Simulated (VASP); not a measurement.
Set up this calculation in VASP 6.6.1, as the native input.

```
Task                   : single point
Functional             : PBE
Potentials or basis    : VASP PAW PBE potentials, release 64 (W_sv, O)
Cutoff                 : 520 eV
k mesh                 : 5 × 5 × 1
Occupations            : gaussian, width 0.1 eV
Spin                   : no spin polarisation
Dipole correction      : yes
Further INCAR settings : ALGO = Normal; EDIFF = 1e-07; NBANDS = 99
```

The structure of W12O lies in POSCAR:

```
W12O
1.0
    5.5140853207      0.0000000000      0.0000000000
   -1.8380284402      5.1987294965      0.0000000000
    0.0000000000      0.0000000000     21.3560050645
W O
12 1
Direct
    0.2500000000      0.2500000000      0.1873009483
    0.2500000000      0.7500000000      0.1873009483
    0.7500000000      0.2500000000      0.1873009483
    0.7500000000      0.7500000000      0.1873009483
    0.0000000000      0.0000000000      0.2892877541
    0.0000000000      0.5000000000      0.2892877541
    0.5000000000      0.0000000000      0.2892877541
    0.5000000000      0.5000000000      0.2892877541
    0.2500000000      0.2500000000      0.3912719181
    0.2500000000      0.7500000000      0.3912719181
    0.7500000000      0.2500000000      0.3912719181
    0.7500000000      0.7500000000      0.3912719181
    0.5000000000      0.5000000000      0.5799776235
```

These files were run (other wordings do the same):

INCAR

```
SYSTEM = W12O
  ALGO = Normal
  DIPOL = 0.5 0.5 0.312
  EDIFF = 1E-7
  ENCUT = 520
  GGA = PE
  IDIPOL = 3
  ISIF = 2
  ISMEAR = 0
  LASPH = .TRUE.
  LCHARG = .TRUE.
  LDIPOL = .TRUE.
  LELF = .TRUE.
  LREAL = .FALSE.
  LVACPOTAV = .TRUE.
  LVHAR = .TRUE.
  LWAVE = .FALSE.
  NBANDS = 99
  NELM = 80
  PREC = Accurate
  SIGMA = 0.1
```

KPOINTS

```
k-points
0
G
  5 5 1
  0 0 0
```

Potentials or basis: VASP PAW PBE potentials, release 64 (W_sv, O).

Command:

```console
$ cat potpaw_PBE.64/W_sv/POTCAR potpaw_PBE.64/O/POTCAR > POTCAR
$ mpirun -np 1 vasp_std > vasp.out
```

It gave:

The largest force is 0.560 eV/Å and the band gap on the k mesh is zero (bands 87 and 88 overlap by 0.98 eV).

Caveat: spin-orbit coupling is left out, which moves the levels of the heavy elements.

Wall time 81 min on 1 thread of Intel Xeon 8259CL (shared host), peak memory 0.83 GiB.
